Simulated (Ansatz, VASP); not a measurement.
## Ta5Ru: VASP beside Ansatz

```xyz
6
Lattice="2.9086 0.0000 0.0000 -1.4543 2.5189 0.0000 0.0000 0.0000 14.5865" Properties=species:S:1:pos:R:3 pbc="T T T"
Ta    0.0000    1.6793    0.0000
Ta    0.0000    1.6793    5.1077
Ta    0.0000    1.6793    9.4787
Ta    1.4543    0.8396    2.5622
Ta    1.4543    0.8396   12.0242
Ru    1.4543    0.8396    7.2932
```

Alike in both runs: functional PBE; k mesh 12 × 12 × 4; occupations gaussian, width 0.1 eV; no spin polarisation.

Ansatz relaxed the structure, and its values are those at the end. VASP's run is a single point on that final structure, the one shown.

```csv
,VASP,Ansatz
version,VASP 6.6.1,Ansatz 0.2.0
potentials or method,"VASP PAW PBE potentials, release 64 (Ta_pv, Ru_pv), cutoff 520 eV","scalar-relativistic, plane waves, PAW"
valence electrons in the cell,69,81
```

|  | VASP | Ansatz | Ansatz less VASP |
| --- | --- | --- | --- |
| gap on the k mesh at the Fermi level (eV) | none | none | - |
| pressure (GPa) | 0.1 | 0.0 | -0.07 |
| rms of the force components (eV/Å) | 0.003 | 0.001 | -0.0021 |

A gap of «none» marks a metal or a gap that the smearing closes. VASP's potentials hold 69 valence electrons a cell and Ansatz's 81, so a difference there can come from the potentials and not from the codes.

Neither program's run includes spin-orbit coupling.
